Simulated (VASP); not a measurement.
# Cu (P6_3/mmc) in VASP: further runs, part 2 of 2

VASP 6.6.1. Earlier steps stand in the parts before.

**4. Single point, PBE (biaxial strain in the a-b plane: -2.0 %)**

INCAR

```
ALGO = Fast ; EDIFF = 1E-7
ENCUT = 520 ; GGA = PE
ISIF = 2 ; ISMEAR = 0
LASPH = True ; LCHARG = False
LREAL = False ; LWAVE = False
NBANDS = 18 ; NELM = 100
PREC = Accurate ; SIGMA = 0.1
```

KPOINTS

```
k-points
0
Gamma
  24 24 12
```

POSCAR

```
Cu
1.0
    2.5166501653      0.0000000000      0.0000000000
   -1.2583250827      2.1794829756      0.0000000000
    0.0000000000      0.0000000000      4.2438504955
Cu
2
Direct
    0.3333333333      0.6666666667      0.2500000000
    0.6666666667      0.3333333333      0.7500000000
```

Potentials or basis: VASP PAW PBE potentials, release 64 (Cu).

On the command line:

```
> cat potpaw_PBE.64/Cu/POTCAR > POTCAR
> mpirun -np 1 vasp_std > vasp.out
```

OUTCAR:

```text
EDIFF = 1E-7
   ENCUT = 520
   GGA = PE
   ISIF = 2
   ISMEAR = 0
   LASPH = True
   LREAL = False
   NELM = 100
   PREC = Accurate

 ion  position               nearest neighbor table
   1  0.333  0.667  0.250-   2 2.57   2 2.57   2 2.57   2 2.57   2 2.57   2 2.57
   2  0.667  0.333  0.750-   1 2.57   1 2.57   1 2.57   1 2.57   1 2.57   1 2.57

  LATTYP: Found a hexagonal cell.
 ALAT       =     2.5166501653
 C/A-ratio  =     1.6863092670

  Lattice vectors:

 A1 = (   2.5166501653,   0.0000000000,   0.0000000000)
 A2 = (  -1.2583250827,   2.1794829756,   0.0000000000)
 A3 = (   0.0000000000,   0.0000000000,   4.2438504955)

Analysis of symmetry for initial positions (statically):
=====================================================================
 Subroutine PRICEL returns:
 Original cell was already a primitive cell.

 Routine SETGRP: Setting up the symmetry group for a
 hexagonal supercell.

 Subroutine GETGRP returns: Found 24 space group operations
 (whereof 12 operations were pure point group operations)
 out of a pool of 24 trial point group operations.

The static configuration has the point symmetry D_3d.
 The point group associated with its full space group is D_6h.

Analysis of symmetry for dynamics (positions and initial velocities):
=====================================================================
 Subroutine PRICEL returns:
 Original cell was already a primitive cell.

 Routine SETGRP: Setting up the symmetry group for a
 hexagonal supercell.

 Subroutine GETGRP returns: Found 24 space group operations
 (whereof 12 operations were pure point group operations)
 out of a pool of 24 trial point group operations.

The dynamic configuration has the point symmetry D_3d.
 The point group associated with its full space group is D_6h.

 Subroutine INISYM returns: Found 24 space group operations
[... 107 lines left out ...]
   PSTRESS=    0.0 pullay stress
   NELECT =      22.0000    total number of electrons
   NUPDOWN=      -1.0000    fix difference up-down
   EMIN   =  10.00;   EMAX   =-10.00  energy-range for DOS
   EFERMI =   0.00;   METHOD = LEGACY
   ISMEAR =     0;   SIGMA  =   0.10  broadening in eV -4-tet -1-fermi 0-gaus
   EFERMI_NEDOS =   21; number of points for ismear=-14 and -15
   IALGO  =     68    algorithm
   IMIX   =      4    mixing-type and parameters
     AMIX     =   0.40;   BMIX     =  1.00
     AMIX_MAG =   1.60;   BMIX_MAG =  1.00
  volume/ion in A,a.u.               =      11.64        78.54
  Fermi-wavevector in a.u.,A,eV,Ry     =   1.606585  3.036005 35.118187  2.581114
  Thomas-Fermi vector in A             =   2.702749
   LORBIT       =      0    0 simple, 1 ext, 2 COOP (PROOUT), +10 PAW based schemes
   GGA     = PE    functional components
   LHFCALC =     F    Hartree Fock is set to
   AEXX    =    0.0000 exact exchange contribution
   IVDW    =     0    specifies the selected vdW correction
   LEPSILON=     F    determine dielectric tensor
   LRPA    =     F    only Hartree local field effects (RPA)
 non-spin polarized calculation
 RMM-DIIS sequential band-by-band and
 Gauss-broadening in eV      SIGMA  =   0.10
  energy-cutoff  :      520.00
  volume of cell :       23.28
 maximum number of plane-waves:       640
 NGX is ok and might be reduce to    20
   NGX =  9   NGY =  9   NGZ = 15

 number of electron      22.0000008 magnetization

 Free energy of the ion-electron system (eV)
  ---------------------------------------------------
  ext. energy  EPLUGINS =         0.00000000
  ---------------------------------------------------
  free energy    TOTEN  =        -7.42318422 eV

  energy without entropy =       -7.42008752  energy(sigma->0) =       -7.42163587

 E-fermi :   7.7620     XC(G=0): -12.8098

 val. band max:        7.7544473963   @ k =   0.2917   0.2083   0.2500
 cond. band min:       7.7622362101   @ k =   0.4583   0.0417   0.0000
 fundamental gap:      0.0077888138
 Fermi energy:         7.7619682221

 k-point     1 :       0.0000    0.0000    0.0000
  band No.  band energies     occupation
      1      -1.6947      2.00000
      2       2.5353      2.00000
      3       4.5808      2.00000
      4       4.7527      2.00000
      5       4.7527      2.00000
      6       4.9402      2.00000
[... 481 lines left out ...]
      5       4.7306      2.00000
      6       4.7620      2.00000
[... 10 lines left out ...]
     17      20.9987      0.00000
     18      27.9635      0.00000

 [... further k-points ...]
[... 5 lines left out ...]
  --------------------------------------------------------------------------------------
  -------------------------------------------------------------------------------------
  Total        0.9917810      0.9917810      0.1730632     -0.0000000     -0.0000000      0.0000000
  in kB       68.2637242     68.2637242     11.9118422     -0.0000000     -0.0000000      0.0000000
  external PRESSURE =      49.4797635 kB  Pullay stress =       0.0000000 kB

 VOLUME and BASIS-vectors are now :
 -----------------------------------------------------------------------------
  energy-cutoff  :      520.00
  volume of cell :       23.28
      direct lattice vectors                 reciprocal lattice vectors
     2.516650165  0.000000000  0.000000000     0.397353599  0.229412207  0.000000000
    -1.258325083  2.179482976  0.000000000     0.000000000  0.458824414  0.000000000
     0.000000000  0.000000000  4.243850496     0.000000000  0.000000000  0.235635068

 POSITION                                       TOTAL-FORCE (eV/Angst)
 -----------------------------------------------------------------------------------
     -0.00000      1.45299      1.06096        -0.000000      0.000000      0.000000
      1.25833      0.72649      3.18289         0.000000      0.000000      0.000000
 -----------------------------------------------------------------------------------
    total drift:                               -0.000000      0.000000     -0.000000

  FREE ENERGIE OF THE ION-ELECTRON SYSTEM (eV)
  ---------------------------------------------------
  free  energy   TOTEN  =        -7.4231842195 eV

  energy  without entropy=       -7.4200875175  energy(sigma->0) =       -7.42163587
```

Run time: 84 s. Hardware: 1 thread of Intel Xeon 6975P-C (Granite Rapids), shared host; peak memory 0.25 GiB.

What came out:

* Free energy: -7.4232 eV
* Pressure: 4.9 GPa
* Band gap on the k mesh: zero (band 11 reaches 12.02 eV, above the bottom of band 12 at 5.80 eV)

Levels at points of the mesh, in eV from the Fermi level:
```
           k point  band 7  band 8  band 9  band 10  band 11  band 12  band 13  band 14  band 15  band 16
(0.00, 0.00, 0.00)   -2.82   -2.42   -2.42    -1.74    -1.74    -1.32     3.40    21.92    22.69    22.69
(0.50, 0.00, 0.00)   -2.82   -1.64   -1.59    -1.51     0.07     1.71     7.70     7.97    10.61    10.89
(0.00, 0.00, 0.50)   -3.03   -3.03   -1.97    -1.97    -1.97    -1.97    11.76    11.76    22.60    22.60
(0.50, 0.00, 0.50)   -1.91   -1.91   -1.55    -1.55     0.52     0.52     5.01     5.01    16.62    16.62
```

Caveat: the cell differs from its parent crystal (biaxial strain in the a-b plane: -2.0 %).

**5. The runs side by side**

| cell | further INCAR settings | gap on the mesh (eV) | pressure (GPa) |
| --- | --- | --- | --- |
| a = 2.465, b = 2.465, c = 4.315 Å, angles 90.0, 90.0, 120.0°, 2 atoms | ALGO = Fast; EDIFF = 1e-06; NBANDS = 18 | none | 10.7 |
| a = 2.517, b = 2.517, c = 4.254 Å, angles 90.0, 90.0, 120.0°, 2 atoms | ALGO = Fast; EDIFF = 1e-07; NBANDS = 18 | none | 4.6 |
| a = 2.517, b = 2.517, c = 4.244 Å, angles 90.0, 90.0, 120.0°, 2 atoms | ALGO = Fast; EDIFF = 1e-07; NBANDS = 18 | none | 4.9 |

Alike in all rows: task single point; level PBE; potentials or basis VASP PAW PBE potentials, release 64 (Cu); no spin polarisation; k mesh 24 × 24 × 12; cutoff (eV) 520; smearing gaussian 0.1 eV.

Total energies depend on the potentials used, so only differences within one code and one set of settings carry meaning.
